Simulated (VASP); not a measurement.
# AlN in VASP: notebook, part 2 of 3

VASP 6.6.1. The steps go on from the part before.

### 4 Single point, PBEsol (mode 4 frozen in at -0.019 Å and mode 5 at +0.000 Å (largest displacements))

INCAR

```
SYSTEM = AlN
ALGO = Normal ; EDIFF = 1E-6
ENCUT = 520 ; GGA = PS
ISIF = 2 ; ISMEAR = 0
LASPH = .TRUE. ; LCHARG = .FALSE.
LREAL = .FALSE. ; LWAVE = .FALSE.
NBANDS = 11 ; NELM = 60
PREC = Accurate ; SIGMA = 0.05
```

KPOINTS

```
k-points
0
G
  10 10 10
  0 0 0
```

POSCAR

```
AlN
1.0
    0.0000000000      2.1886566781      2.1886566781
    2.1886566781      0.0000000000      2.1886566781
    2.1886566781      2.1886566781      0.0000000000
Al N
1 1
Direct
   -0.0022533278      0.0022533278      0.0022533278
    0.7543405620      0.7456594380      0.7456594380
```

Potentials or basis: VASP PAW PBE potentials, release 64 (Al, N).

Run with:

```console
cat potpaw_PBE.64/Al/POTCAR potpaw_PBE.64/N/POTCAR > POTCAR
mpirun -np 1 vasp_std > vasp.out
```

OUTCAR:

```text
SYSTEM = AlN
   EDIFF = 1E-6
   ENCUT = 520
   GGA = PS
   ISIF = 2
   ISMEAR = 0
   LASPH = .TRUE.
   LREAL = .FALSE.
   NELM = 60
   PREC = Accurate

 ion  position               nearest neighbor table
   1  0.998  0.002  0.002-   2 1.88   2 1.88   2 1.91   2 1.91
   2  0.754  0.746  0.746-   1 1.88   1 1.88   1 1.91   1 1.91

  LATTYP: Found a face centered cubic cell.
 ALAT       =     4.3773133562

  Lattice vectors:

 A1 = (   0.0000000000,   2.1886566781,   2.1886566781)
 A2 = (   2.1886566781,   0.0000000000,   2.1886566781)
 A3 = (   2.1886566781,   2.1886566781,   0.0000000000)

Analysis of symmetry for initial positions (statically):
=====================================================================
 Subroutine PRICEL returns:
 Original cell was already a primitive cell.

 Routine SETGRP: Setting up the symmetry group for a
 face centered cubic supercell.

 Subroutine GETGRP returns: Found  4 space group operations
 (whereof  4 operations were pure point group operations)
 out of a pool of 48 trial point group operations.

The static configuration has the point symmetry C_2v.

Analysis of symmetry for dynamics (positions and initial velocities):
=====================================================================
 Subroutine PRICEL returns:
 Original cell was already a primitive cell.

 Routine SETGRP: Setting up the symmetry group for a
 face centered cubic supercell.

 Subroutine GETGRP returns: Found  4 space group operations
 (whereof  4 operations were pure point group operations)
 out of a pool of 48 trial point group operations.

The dynamic configuration has the point symmetry C_2v.

 Subroutine INISYM returns: Found  4 space group operations
 (whereof  4 operations are pure point group operations),
 and found     1 'primitive' translations

----------------------------------------------------------------------------------------

                                     Primitive cell

  volume of cell :      20.9683

  direct lattice vectors                    reciprocal lattice vectors
     0.000000000  2.188656678  2.188656678    -0.228450631  0.228450631  0.228450631
     2.188656678  0.000000000  2.188656678     0.228450631 -0.228450631  0.228450631
     2.188656678  2.188656678  0.000000000     0.228450631  0.228450631 -0.228450631

  length of vectors
     3.095227958  3.095227958  3.095227958     0.395688101  0.395688101  0.395688101

  position of ions in fractional coordinates (direct lattice)
     0.997746672  0.002253328  0.002253328
     0.754340562  0.745659438  0.745659438

  ion indices of the primitive-cell ions
   primitive index   ion index
                 1           1
                 2           2

----------------------------------------------------------------------------------------

 KPOINTS: k-points

Automatic generation of k-mesh.
 Grid dimensions read from file:
 generate k-points for:   10   10   10

 Generating k-lattice:

  Cartesian coordinates                     Fractional coordinates (reciprocal lattice)
    -0.022845063  0.022845063  0.022845063     0.100000000  0.000000000  0.000000000
     0.022845063 -0.022845063  0.022845063     0.000000000  0.100000000  0.000000000
     0.022845063  0.022845063 -0.022845063     0.000000000  0.000000000  0.100000000

  Length of vectors
     0.039568810  0.039568810  0.039568810

  Shift w.r.t. Gamma in fractional coordinates (k-lattice)
     0.000000000  0.000000000  0.000000000

 Subroutine IBZKPT returns following result:
 ===========================================

 Found    171 irreducible k-points:

 Following reciprocal coordinates:
            Coordinates               Weight
  0.000000  0.000000  0.000000      1.000000
  0.100000  0.000000  0.000000      4.000000
  0.000000  0.100000  0.000000      4.000000
  0.200000  0.000000  0.000000      4.000000
  0.000000  0.200000  0.000000      4.000000
  0.300000  0.000000  0.000000      4.000000
[... 16 lines left out ...]
  0.000000  0.400000  0.100000      4.000000
  0.100000  0.000000  0.400000      8.000000
 [... further k-points ...]
   k-points           NKPTS =    171   k-points in BZ     NKDIM =    171   number of bands    NBANDS=     11
   number of dos      NEDOS =    301   number of ions     NIONS =      2
   total plane-waves  NPLWV =  13824
   dimension x,y,z NGX =    24 NGY =   24 NGZ =   24
   dimension x,y,z NGXF=    48 NGYF=   48 NGZF=   48
   ions per type =               1   1
   NGX,Y,Z   is equivalent  to a cutoff of  12.89, 12.89, 12.89 a.u.
   NGXF,Y,Z  is equivalent  to a cutoff of  25.78, 25.78, 25.78 a.u.
 SYSTEM =  AlN
   PREC   = accura    normal or accurate (medium, high low for compatibility)
   ISTART =      0    job   : 0-new  1-cont  2-samecut
   ICHARG =      2    charge: 1-file 2-atom 10-const
   ISPIN  =      1    spin polarized calculation?
   LNONCOLLINEAR =      F non collinear calculations
   LSORBIT =      F    spin-orbit coupling
   LASPH  =      T    aspherical Exc in radial PAW
   ENCUT  =  520.0 eV  38.22 Ry    6.18 a.u.   5.76  5.76  5.76*2*pi/ulx,y,z
   NELM   =     60;   NELMIN=  2; NELMDL= -5     # of ELM steps
   EDIFF  = 0.1E-05   stopping-criterion for ELM
   LREAL  =      F    real-space projection
   EDIFFG = 0.1E-04   stopping-criterion for IOM
   NSW    =      0    number of steps for IOM
   IBRION =     -1    ionic relax: 0-MD 1-quasi-New 2-CG
   NFREE  =      0    steps in history (QN), initial steepest desc. (CG)
   ISIF   =      2    stress and relaxation
   ISYM   =      2    0-nonsym 1-usesym 2-fastsym
   POTIM  = 0.5000    time-step for ionic-motion
   TEBEG  =    0.0;   TEEND  =   0.0 temperature during run
   PSTRESS=    0.0 pullay stress
   NELECT =       8.0000    total number of electrons
   NUPDOWN=      -1.0000    fix difference up-down
   EMIN   =  10.00;   EMAX   =-10.00  energy-range for DOS
   EFERMI =   0.00;   METHOD = LEGACY
   ISMEAR =     0;   SIGMA  =   0.05  broadening in eV -4-tet -1-fermi 0-gaus
   EFERMI_NEDOS =   21; number of points for ismear=-14 and -15
   IALGO  =     38    algorithm
   IMIX   =      4    mixing-type and parameters
     AMIX     =   0.40;   BMIX     =  1.00
     AMIX_MAG =   1.60;   BMIX_MAG =  1.00
  volume/ion in A,a.u.               =      10.48        70.75
  Fermi-wavevector in a.u.,A,eV,Ry     =   1.187364  2.243792 19.181944  1.409833
  Thomas-Fermi vector in A             =   2.323517
   LORBIT       =      0    0 simple, 1 ext, 2 COOP (PROOUT), +10 PAW based schemes
   GGA     = PS    functional components
   LHFCALC =     F    Hartree Fock is set to
   AEXX    =    0.0000 exact exchange contribution
   IVDW    =     0    specifies the selected vdW correction
   LEPSILON=     F    determine dielectric tensor
   LRPA    =     F    only Hartree local field effects (RPA)
 non-spin polarized calculation
 Gauss-broadening in eV      SIGMA  =   0.05
  energy-cutoff  :      520.00
  volume of cell :       20.97
 maximum number of plane-waves:       588
   NGX = 11   NGY = 11   NGZ = 11

 number of electron       8.0000000 magnetization

 Free energy of the ion-electron system (eV)
  ---------------------------------------------------
  ext. energy  EPLUGINS =         0.00000000
  ---------------------------------------------------
  free energy    TOTEN  =       -15.60537449 eV

  energy without entropy =      -15.60537449  energy(sigma->0) =      -15.60537449

 E-fermi :   6.0846     XC(G=0): -11.1011

 val. band max:        5.8928400038   @ k =   0.0000   0.0000   0.0000
 cond. band min:       9.0009700042   @ k =   0.5000   0.5000   0.0000
 fundamental gap:      3.1081300004
 Fermi energy:         6.0845832184

 k-point     1 :       0.0000    0.0000    0.0000
  band No.  band energies     occupation
      1      -9.1033      2.00000
      2       5.7410      2.00000
      3       5.8184      2.00000
      4       5.8928      2.00000
      5       9.8926      0.00000
      6      18.2147      0.00000
      7      18.2251      0.00000
      8      18.2334      0.00000
      9      23.3464      0.00000
     10      23.3533      0.00000
     11      24.5825      0.00000
[... 309 lines left out ...]
 k-point    24 :       0.1000    0.0000    0.4000
  band No.  band energies     occupation
      1      -7.4056      2.00000
      2       0.8921      2.00000
      3       5.1045      2.00000
      4       5.1780      2.00000
      5      12.9892      0.00000
      6      15.2199      0.00000
      7      17.3660      0.00000
      8      17.7303      0.00000
      9      22.0325      0.00000
     10      24.4971      0.00000
     11      25.0968      0.00000

 [... further k-points ...]
[... 5 lines left out ...]
  --------------------------------------------------------------------------------------
  -------------------------------------------------------------------------------------
  Total        0.0015619      0.0225373      0.0225373      0.0000000     -0.2611706      0.0000000
  in kB        0.1193442      1.7220650      1.7220650      0.0000000    -19.9559305      0.0000000
  external PRESSURE =       1.1878247 kB  Pullay stress =       0.0000000 kB

 VOLUME and BASIS-vectors are now :
 -----------------------------------------------------------------------------
  energy-cutoff  :      520.00
  volume of cell :       20.97
      direct lattice vectors                 reciprocal lattice vectors
     0.000000000  2.188656678  2.188656678    -0.228450631  0.228450631  0.228450631
     2.188656678  0.000000000  2.188656678     0.228450631 -0.228450631  0.228450631
     2.188656678  2.188656678  0.000000000     0.228450631  0.228450631 -0.228450631

 POSITION                                       TOTAL-FORCE (eV/Angst)
 -----------------------------------------------------------------------------------
      0.00986      2.18866      2.18866        -0.415453      0.000000      0.000000
      3.26399      3.28299      3.28299         0.415453      0.000000      0.000000
 -----------------------------------------------------------------------------------
    total drift:                                0.000077     -0.000000     -0.000000

  FREE ENERGIE OF THE ION-ELECTRON SYSTEM (eV)
  ---------------------------------------------------
  free  energy   TOTEN  =       -15.6053744871 eV

  energy  without entropy=      -15.6053744871  energy(sigma->0) =      -15.60537449
```

OSZICAR:

```text
N       E                     dE             d eps       ncg     rms          rms(c)
DAV:   1     0.111522007067E+02    0.11152E+02   -0.38691E+03  3866   0.605E+02
DAV:   2    -0.168667895593E+02   -0.28019E+02   -0.27034E+02  4494   0.139E+02
DAV:   3    -0.178229830827E+02   -0.95619E+00   -0.95480E+00  4572   0.241E+01
DAV:   4    -0.178280102502E+02   -0.50272E-02   -0.50269E-02  4263   0.192E+00
DAV:   5    -0.178280691257E+02   -0.58876E-04   -0.58875E-04  4581   0.200E-01    0.826E+00
DAV:   6    -0.156465147130E+02    0.21816E+01   -0.10839E+01  4441   0.163E+01    0.284E+00
DAV:   7    -0.156237937334E+02    0.22721E-01   -0.14895E-01  4182   0.302E+00    0.201E+00
DAV:   8    -0.156066057073E+02    0.17188E-01   -0.27693E-02  4248   0.155E+00    0.556E-01
DAV:   9    -0.156053611112E+02    0.12446E-02   -0.35490E-03  4524   0.365E-01    0.229E-01
DAV:  10    -0.156053721726E+02   -0.11061E-04   -0.26798E-04  4182   0.110E-01    0.125E-02
DAV:  11    -0.156053744878E+02   -0.23152E-05   -0.24052E-06  4563   0.133E-02    0.130E-02
DAV:  12    -0.156053744871E+02    0.65171E-09   -0.19482E-07  2430   0.375E-03
   1 F= -.15605374E+02 E0= -.15605374E+02  d E =-.128363E-10
```

stdout:

```text
POSCAR found type information on POSCAR AlN
 POSCAR found :  2 types and       2 ions
 scaLAPACK will be used
 -----------------------------------------------------------------------------
|                                                                             |
|                                                                             |
|     You enforced a specific xc type in the INCAR file but a different       |
|     I HOPE YOU KNOW WHAT YOU ARE DOING!                                     |
|                                                                             |
 -----------------------------------------------------------------------------

 LDA part: xc-table for (Slater+PW92), standard interpolation
 POSCAR, INCAR and KPOINTS ok, starting setup
 FFT: planning ... GRIDC
 FFT: planning ... GRID_SOFT
 FFT: planning ... GRID
 WAVECAR not read
 entering main loop
```

It took 23 s on 1 thread of Intel Xeon Platinum 8488C (Sapphire Rapids), shared host; peak memory 0.16 GiB.

What came out:

- Free energy: -15.6054 eV
- Pressure: 0.1 GPa
- Largest force: 0.415 eV/Å
- Band gap on the k mesh: 3.11 eV, indirect (least direct gap 4.00 eV)

Forces on the atoms (eV/Å):
```
Al  -0.415  0.000  0.000
N    0.415  0.000  0.000
```

Stress tensor (GPa, compression positive):
```
 0.01  0.00  0.00
 0.00  0.17 -2.00
 0.00 -2.00  0.17
```

Levels at points of the mesh, in eV from the valence-band top:
```
           k point  band 1  band 2  band 3  band 4  band 5  band 6  band 7  band 8
(0.00, 0.00, 0.00)  -15.00   -0.15   -0.07    0.00    4.00   12.32   12.33   12.34
(0.50, 0.00, 0.00)  -12.94   -5.94   -0.63   -0.53    7.17    9.66   10.88   10.94
(0.00, 0.50, 0.00)  -12.93   -5.98   -0.58   -0.49    7.13    9.63   10.90   10.97
(0.50, 0.50, 0.00)  -12.29   -5.00   -1.86   -1.86    3.11    8.36   13.71   15.47
(0.00, 0.50, 0.50)  -12.29   -5.00   -1.91   -1.80    3.11    8.37   13.71   15.46
```

Caveat: the cell differs from its parent crystal (mode 4 frozen in at -0.019 Å and mode 5 at +0.000 Å (largest displacements)); the PAW data sets were made with another functional, which shifts forces and pressure a little. A k mesh can miss the band edges.

### 5 Single point, PBEsol (mode 4 frozen in at -0.038 Å and mode 5 at +0.000 Å (largest displacements))

INCAR

```
PREC = Accurate
ENCUT = 520
EDIFF = 1E-6
ISMEAR = 0
SIGMA = 0.05
LREAL = F
LASPH = T
NELM = 80
ALGO = Normal
ISIF = 2
LWAVE = F
LCHARG = F
GGA = PS
NBANDS = 11
```

KPOINTS

```
regular mesh
0
Gamma
  10 10 10
```

POSCAR

```
AlN
1.0
    0.0000000000      2.1886566781      2.1886566781
    2.1886566781      0.0000000000      2.1886566781
    2.1886566781      2.1886566781      0.0000000000
Al N
1 1
Direct
   -0.0045066557      0.0045066557      0.0045066557
    0.7586811240      0.7413188760      0.7413188760
```

Run with:

```console
cat potpaw_PBE.64/Al/POTCAR potpaw_PBE.64/N/POTCAR > POTCAR
mpirun -np 1 vasp_std > vasp.out
```

Run time: 25 s. Hardware: 1 thread of Intel Xeon Platinum 8488C (Sapphire Rapids), shared host; peak memory 0.15 GiB.

The run converged. Its results:

```yaml
Free_energy: -15.5874 eV
Pressure: 0.4 GPa
Largest_force: 0.829 eV/Å
Band_gap_on_the_k_mesh: 3.03 eV, indirect (least direct gap 3.92 eV)
```

Forces in eV/Å, atoms in the order of the input:
```
Al  -0.829  0.000  0.000
N    0.829  0.000  0.000
```

Stress tensor (GPa, compression positive):
```
 0.00  0.00  0.00
 0.00  0.64 -4.01
 0.00 -4.01  0.64
```

Levels at points of the mesh, in eV from the valence-band top:
```tsv
k point	band 1	band 2	band 3	band 4	band 5	band 6	band 7	band 8
(0.00, 0.00, 0.00)	-15.07	-0.30	-0.15	0.00	3.92	12.24	12.26	12.28
(0.50, 0.00, 0.00)	-13.01	-5.99	-0.77	-0.58	7.10	9.60	10.77	10.89
(0.00, 0.50, 0.00)	-13.00	-6.08	-0.67	-0.50	7.04	9.53	10.80	10.95
(0.50, 0.50, 0.00)	-12.37	-5.08	-1.93	-1.92	3.03	8.28	13.62	15.41
(0.00, 0.50, 0.50)	-12.37	-5.07	-2.04	-1.83	3.04	8.30	13.62	15.37
```

Caveat: the cell differs from its parent crystal (mode 4 frozen in at -0.038 Å and mode 5 at +0.000 Å (largest displacements)); the PAW data sets were made with another functional, which shifts forces and pressure a little. A k mesh can miss the band edges.

[end of part 2 of 3]
